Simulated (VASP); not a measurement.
# CuSn2O2 in VASP: a series of runs

Runs on CuSn2O2. Level: PBE+D3(BJ). Tasks: single point.

All numbers are computed with VASP 6.6.1; they aren't measurements. Logs are shortened: lines on timing, memory, paths and dates and some standing lists are left out, and cuts for length are marked.

### 1 The cell of the first run

The cell holds a slab with vacuum, 5 atoms: a = 3.820 Å, b = 3.820 Å, c = 19.363 Å, α = 90.00°, β = 90.00°, γ = 90.00°.

### 2 Single point, PBE+D3(BJ), collinear spin

INCAR reads:

```
  PREC = Accurate
  ENCUT = 520
  EDIFF = 1E-6
  ISMEAR = 0
  SIGMA = 0.05
  LREAL = F
  LASPH = T
  NELM = 150
  ALGO = Normal
  ISIF = 2
  LWAVE = F
  LCHARG = F
  ISPIN = 2
  MAGMOM = 0 0 0 0 1
  LORBIT = 11
  LMAXMIX = 4
  LDIPOL = T
  IDIPOL = 3
  DIPOL = 0.5 0.5 0.303
  GGA = PE
  IVDW = 12
  NBANDS = 38
```

KPOINTS reads:

```
Automatic mesh
0
Gamma
  7 7 1
```

POSCAR reads:

```
CuSn2O2
1.0
    3.8201708766      0.0000000000      0.0000000000
    0.0000000000      3.8201708766      0.0000000000
    0.0000000000      0.0000000000     19.3630360333
Sn O Cu
2 2 1
Direct
    0.5000000000      0.0000000000      0.2065791745
    0.0000000000      0.5000000000      0.3286176828
    0.0000000000      0.0000000000      0.2675984287
    0.5000000000      0.5000000000      0.2675984287
    0.0000000000      0.5000000000      0.4422362288
```

Potentials or basis: VASP PAW PBE potentials, release 64 (Sn_d, O, Cu).

Run with:

```
cat potpaw_PBE.64/Sn_d/POTCAR potpaw_PBE.64/O/POTCAR potpaw_PBE.64/Cu/POTCAR > POTCAR
mpirun -np 1 vasp_std > vasp.out
```

OUTCAR:

```text
PREC = Accurate
   ENCUT = 520
   EDIFF = 1E-6
   ISMEAR = 0
   LREAL = F
   LASPH = T
   NELM = 150
   ISIF = 2
   ISPIN = 2
   LORBIT = 11
   GGA = PE
   IVDW = 12
 IVDW          = 12

 ion  position               nearest neighbor table
   1  0.500  0.000  0.207-   3 2.25   4 2.25   4 2.25   3 2.25   2 3.59   2 3.59   2 3.59   2 3.59

   2  0.000  0.500  0.329-   5 2.20   4 2.25   3 2.25   3 2.25   4 2.25   1 3.59   1 3.59   1 3.59
                             1 3.59
   3  0.000  0.000  0.268-   2 2.25   2 2.25   1 2.25   1 2.25
   4  0.500  0.500  0.268-   2 2.25   2 2.25   1 2.25   1 2.25
   5  0.000  0.500  0.442-   2 2.20

  LATTYP: Found a simple tetragonal cell.
 ALAT       =     3.8201708766
 C/A-ratio  =     5.0686308699

  Lattice vectors:

 A1 = (   3.8201708766,   0.0000000000,   0.0000000000)
 A2 = (   0.0000000000,   3.8201708766,   0.0000000000)
 A3 = (   0.0000000000,   0.0000000000,  19.3630360333)

Analysis of symmetry for initial positions (statically):
=====================================================================
 Subroutine PRICEL returns:
 Original cell was already a primitive cell.

 Routine SETGRP: Setting up the symmetry group for a
 simple tetragonal supercell.

 Subroutine GETGRP returns: Found  8 space group operations
 (whereof  4 operations were pure point group operations)
 out of a pool of 16 trial point group operations.

The static configuration has the point symmetry C_2v.
 The point group associated with its full space group is C_4v.

Analysis of symmetry for dynamics (positions and initial velocities):
=====================================================================
 Subroutine PRICEL returns:
 Original cell was already a primitive cell.

 Routine SETGRP: Setting up the symmetry group for a
 simple tetragonal supercell.

 Subroutine GETGRP returns: Found  8 space group operations
 (whereof  4 operations were pure point group operations)
 out of a pool of 16 trial point group operations.

The dynamic configuration has the point symmetry C_2v.
 The point group associated with its full space group is C_4v.

Analysis of structural, dynamic, and magnetic symmetry:
=====================================================================
 Subroutine PRICEL returns:
 Original cell was already a primitive cell.

 Routine SETGRP: Setting up the symmetry group for a
 simple tetragonal supercell.

 Subroutine GETGRP returns: Found  8 space group operations
 (whereof  4 operations were pure point group operations)
 out of a pool of 16 trial point group operations.

The overall configuration has the point symmetry C_2v.
 The point group associated with its full space group is C_4v.

 Subroutine INISYM returns: Found  8 space group operations
 (whereof  4 operations are pure point group operations),
 and found     1 'primitive' translations

----------------------------------------------------------------------------------------

                                     Primitive cell

  volume of cell :     282.5784

  direct lattice vectors                    reciprocal lattice vectors
     3.820170877  0.000000000  0.000000000     0.261768395  0.000000000  0.000000000
     0.000000000  3.820170877  0.000000000     0.000000000  0.261768395  0.000000000
     0.000000000  0.000000000 19.363036033     0.000000000  0.000000000  0.051644794

  length of vectors
     3.820170877  3.820170877 19.363036033     0.261768395  0.261768395  0.051644794

  position of ions in fractional coordinates (direct lattice)
     0.500000000  0.000000000  0.206579174
     0.000000000  0.500000000  0.328617683
     0.000000000  0.000000000  0.267598429
     0.500000000  0.500000000  0.267598429
     0.000000000  0.500000000  0.442236229

  ion indices of the primitive-cell ions
   primitive index   ion index
                 1           1
                 2           2
                 3           3
                 4           4
                 5           5

----------------------------------------------------------------------------------------
[... 37 lines left out ...]
   k-points           NKPTS =     10   k-points in BZ     NKDIM =     10   number of bands    NBANDS=     38
   number of dos      NEDOS =    301   number of ions     NIONS =      5
   total plane-waves  NPLWV = 112896
   dimension x,y,z NGX =    28 NGY =   28 NGZ =  144
   dimension x,y,z NGXF=    56 NGYF=   56 NGZF=  288
   ions per type =               2   2   1
   NGX,Y,Z   is equivalent  to a cutoff of  12.19, 12.19, 12.36 a.u.
   NGXF,Y,Z  is equivalent  to a cutoff of  24.37, 24.37, 24.73 a.u.
 SYSTEM =  unknown system
   PREC   = accura    normal or accurate (medium, high low for compatibility)
   ISTART =      0    job   : 0-new  1-cont  2-samecut
   ICHARG =      2    charge: 1-file 2-atom 10-const
   ISPIN  =      2    spin polarized calculation?
   LNONCOLLINEAR =      F non collinear calculations
   LSORBIT =      F    spin-orbit coupling
   LASPH  =      T    aspherical Exc in radial PAW
   ENCUT  =  520.0 eV  38.22 Ry    6.18 a.u.   7.10  7.10 36.00*2*pi/ulx,y,z
   NELM   =    150;   NELMIN=  2; NELMDL= -5     # of ELM steps
   EDIFF  = 0.1E-05   stopping-criterion for ELM
   LREAL  =      F    real-space projection
   EDIFFG = 0.1E-04   stopping-criterion for IOM
   NSW    =      0    number of steps for IOM
   IBRION =     -1    ionic relax: 0-MD 1-quasi-New 2-CG
   NFREE  =      0    steps in history (QN), initial steepest desc. (CG)
   ISIF   =      2    stress and relaxation
   ISYM   =      2    0-nonsym 1-usesym 2-fastsym
   POTIM  = 0.5000    time-step for ionic-motion
   TEBEG  =    0.0;   TEEND  =   0.0 temperature during run
   PSTRESS=    0.0 pullay stress
   NELECT =      51.0000    total number of electrons
   NUPDOWN=      -1.0000    fix difference up-down
   EMIN   =  10.00;   EMAX   =-10.00  energy-range for DOS
   EFERMI =   0.00;   METHOD = LEGACY
   ISMEAR =     0;   SIGMA  =   0.05  broadening in eV -4-tet -1-fermi 0-gaus
   EFERMI_NEDOS =   21; number of points for ismear=-14 and -15
   IALGO  =     38    algorithm
   IMIX   =      4    mixing-type and parameters
     AMIX     =   0.40;   BMIX     =  1.00
     AMIX_MAG =   1.60;   BMIX_MAG =  1.00
  volume/ion in A,a.u.               =      56.52       381.39
  Fermi-wavevector in a.u.,A,eV,Ry     =   0.925164  1.748306 11.645604  0.855928
  Thomas-Fermi vector in A             =   2.050988
   LORBIT       =     11    0 simple, 1 ext, 2 COOP (PROOUT), +10 PAW based schemes
   GGA     = PE    functional components
   LHFCALC =     F    Hartree Fock is set to
   AEXX    =    0.0000 exact exchange contribution
   IVDW    =    12    specifies the selected vdW correction
   LEPSILON=     F    determine dielectric tensor
   LRPA    =     F    only Hartree local field effects (RPA)
 spin polarized calculation
 Gauss-broadening in eV      SIGMA  =   0.05
  energy-cutoff  :      520.00
  volume of cell :      282.58
 maximum number of plane-waves:      7644
   NGX = 15   NGY = 15   NGZ = 73

 dipolmoment           0.000000      0.000000     -0.003612 electrons x Angstroem

 number of electron      50.9999963 magnetization       0.3440477

 dipolmoment           0.000000      0.000000      0.085378 electrons x Angstroem

 Free energy of the ion-electron system (eV)
  ---------------------------------------------------
  ext. energy  EPLUGINS =         0.00000000
  ---------------------------------------------------
  free energy    TOTEN  =       -23.43611946 eV

  energy without entropy =      -23.43328604  energy(sigma->0) =      -23.43470275

 E-fermi :  -0.1630     XC(G=0):  -4.0996

 val. band max:       -0.2420806971   @ k =   0.4286   0.1429   0.0000
 cond. band min:      -0.1477618530   @ k =   0.2857   0.1429   0.0000
 fundamental gap:      0.0943188442
 Fermi energy:        -0.1629842607

 spin component 1

 k-point     1 :       0.0000    0.0000    0.0000
  band No.  band energies     occupation
      1     -23.1277      1.00000
      2     -22.8547      1.00000
      3     -22.7931      1.00000
      4     -22.7931      1.00000
      5     -22.7712      1.00000
      6     -22.7459      1.00000
[... 389 lines left out ...]
     36       5.1059      0.00000
     37       6.5562      0.00000
 Fermi energy:        -0.1629842607

 spin component 2

 k-point     1 :       0.0000    0.0000    0.0000
  band No.  band energies     occupation
      1     -23.1171      1.00000
      2     -22.8469      1.00000
      3     -22.7821      1.00000
      4     -22.7821      1.00000
      5     -22.7567      1.00000
      6     -22.7415      1.00000
[... 389 lines left out ...]
     36       5.1999      0.00000
     37       6.5400      0.00000
 [bands above 37 left out]

------------------------ aborting loop because EDIFF is reached ----------------------------------------

 vacuum level on the upper side and lower side of the slab       (xc-potential included)         0.510        -0.519

 Edisp (eV)   -0.81005

 E8    (eV) :    -0.3639

  FORCE on cell =-STRESS in cart. coord.  units (eV):
  Direction    XX          YY          ZZ          XY          YZ          ZX
  --------------------------------------------------------------------------------------
  -------------------------------------------------------------------------------------
  Total      -1.20881    -1.20881     6.65398     0.00000     0.00000     0.00000
  in kB      -6.85376    -6.85376    37.72705     0.00000     0.00000     0.00000
  external pressure =        8.01 kB  Pullay stress =        0.00 kB

 VOLUME and BASIS-vectors are now :
 -----------------------------------------------------------------------------
  energy-cutoff  :      520.00
  volume of cell :      282.58
      direct lattice vectors                 reciprocal lattice vectors
     3.820170877  0.000000000  0.000000000     0.261768395  0.000000000  0.000000000
     0.000000000  3.820170877  0.000000000     0.000000000  0.261768395  0.000000000
     0.000000000  0.000000000 19.363036033     0.000000000  0.000000000  0.051644794

 POSITION                                       TOTAL-FORCE (eV/Angst)
 -----------------------------------------------------------------------------------
      1.91009      0.00000      4.00000         0.000000      0.000000     -0.031135
      0.00000      1.91009      6.36304         0.000000      0.000000     -3.625098
      0.00000      0.00000      5.18152         0.000000      0.000000      0.203625
      1.91009      1.91009      5.18152         0.000000      0.000000      0.203625
      0.00000      1.91009      8.56304         0.000000      0.000000      3.248984
 -----------------------------------------------------------------------------------
    total drift:                                0.000000      0.000000      0.002305

  FREE ENERGIE OF THE ION-ELECTRON SYSTEM (eV)
  ---------------------------------------------------
  free  energy   TOTEN  =       -24.2461715020 eV

  energy  without entropy=      -24.2433380749  energy(sigma->0) =      -24.24475479

 vacuum level on the upper side and lower side of the slab         4.020         2.961

 total charge

# of ion       s       p       d       tot
------------------------------------------
    1        1.281   0.761  10.054  12.096
    2        1.214   0.914  10.112  12.240
    3        1.580   3.422   0.000   5.001
    4        1.580   3.422   0.000   5.001
    5        0.446   0.154   9.310   9.910
--------------------------------------------------
tot          6.100   8.673  29.476  44.248

 magnetization (x)

# of ion       s       p       d       tot
------------------------------------------
    1        0.001  -0.001   0.001   0.001
    2        0.018   0.015   0.005   0.038
    3        0.001   0.017   0.000   0.018
    4        0.001   0.017   0.000   0.018
    5        0.011   0.027   0.004   0.042
--------------------------------------------------
tot          0.031   0.076   0.010   0.117
```

Wall time 13 min (1 thread of Oxide Virtual Turin-like, shared host); peak memory 0.47 GiB.

What came out:

| Property | Result |
| --- | --- |
| Free energy | -24.2462 eV |
| Largest force | 3.625 eV/Å |
| Net moment | 0.34 μB per cell |
| Site moments | Sn +0.00, +0.04; O +0.02; Cu +0.04 μB |
| Valence electrons inside the program's atomic spheres | Sn 12.10, 12.24; O 5.00; Cu 9.91 |
| Dispersion energy per atom | -0.162 eV |

Forces on the atoms (eV/Å):
```
Sn   0.000  0.000 -0.031
Sn   0.000  0.000 -3.625
O    0.000  0.000  0.204
O    0.000  0.000  0.204
Cu   0.000  0.000  3.249
```

Levels at points of the mesh, in eV from the Fermi level:
Spin up:
```tsv
k point	band 24	band 25	band 26	band 27	band 28	band 29
(0.00, 0.00, 0.00)	-2.84	-2.60	-0.95	0.85	1.34	3.06
```
Spin down:
| k point | band 21 | band 22 | band 23 | band 24 | band 25 | band 26 | band 27 | band 28 | band 29 | band 30 |
| --- | --- | --- | --- | --- | --- | --- | --- | --- | --- | --- |
| (0.00, 0.00, 0.00) | -3.11 | -2.99 | -2.99 | -2.81 | -2.58 | -0.82 | 0.86 | 1.45 | 3.03 | 3.14 |

Caveat: a moment this small can come from the mesh or the smearing; spin-orbit coupling is left out, which moves the levels of the heavy elements. With open d or f shells a metallic result of PBE can be an artefact of self-interaction; +U or a hybrid may open a gap.

### 3 Single point, PBE+D3(BJ), collinear spin

INCAR reads:

```
SYSTEM = CuSn2O2
PREC = Accurate ; ENCUT = 520
EDIFF = 1E-6 ; ISMEAR = 0
SIGMA = 0.05 ; LREAL = .FALSE.
LASPH = .TRUE. ; NELM = 150
ALGO = Normal ; ISIF = 2
LWAVE = .FALSE. ; LCHARG = .FALSE.
ISPIN = 2 ; MAGMOM = 0 0 0 0 1
LORBIT = 11 ; LMAXMIX = 4
LDIPOL = .TRUE. ; IDIPOL = 3
DIPOL = 0.5 0.5 0.303 ; GGA = PE
IVDW = 12 ; NBANDS = 38
```

KPOINTS reads:

```
Automatic mesh
0
G
  7 7 1
  0 0 0
```

Changes to POSCAR since step 2:

```diff
@@ -12,2 +12,2 @@
     0.5000000000      0.5000000000      0.2675984287
-    0.0000000000      0.5000000000      0.4422362288
+    0.5000000000      1.0000000000      0.4422362288
```

Potentials or basis: VASP PAW PBE potentials, release 64 (Sn_d, O, Cu).

Run with:

```
cat potpaw_PBE.64/Sn_d/POTCAR potpaw_PBE.64/O/POTCAR potpaw_PBE.64/Cu/POTCAR > POTCAR
mpirun -np 1 vasp_std > vasp.out
```

It took 10 min on 1 thread of Oxide Virtual Turin-like, shared host; peak memory 0.47 GiB.

The run converged. Its results:

| Item | Value |
| --- | --- |
| Free energy | -24.6356 eV |
| Largest force | 0.592 eV/Å |
| Net moment | 0.35 μB per cell |
| Site moments | Sn +0.00, +0.05; O +0.02; Cu +0.09 μB |
| Valence electrons inside the program's atomic spheres | Sn 12.10, 12.03; O 5.00; Cu 9.73 |
| Dispersion energy per atom | -0.173 eV |

Forces on the atoms (eV/Å):
```
Sn   0.000  0.000  0.072
Sn   0.000  0.000  0.592
O    0.000  0.000 -0.091
O    0.000  0.000 -0.091
Cu   0.000  0.000 -0.483
```

Levels at points of the mesh, in eV from the Fermi level:
Spin up:
```
           k point  band 23  band 24  band 25  band 26  band 27  band 28  band 29  band 30
(0.00, 0.00, 0.00)    -1.21    -1.21    -1.11    -0.30     1.82     2.28     3.96     4.11
```
Spin down:
```csv
k point,band 23,band 24,band 25,band 26,band 27,band 28
"(0.00, 0.00, 0.00)",-1.16,-1.16,-1.06,-0.18,1.84,2.37
```

Caveat: a moment this small can come from the mesh or the smearing; spin-orbit coupling is left out, which moves the levels of the heavy elements. With open d or f shells a metallic result of PBE can be an artefact of self-interaction; +U or a hybrid may open a gap.
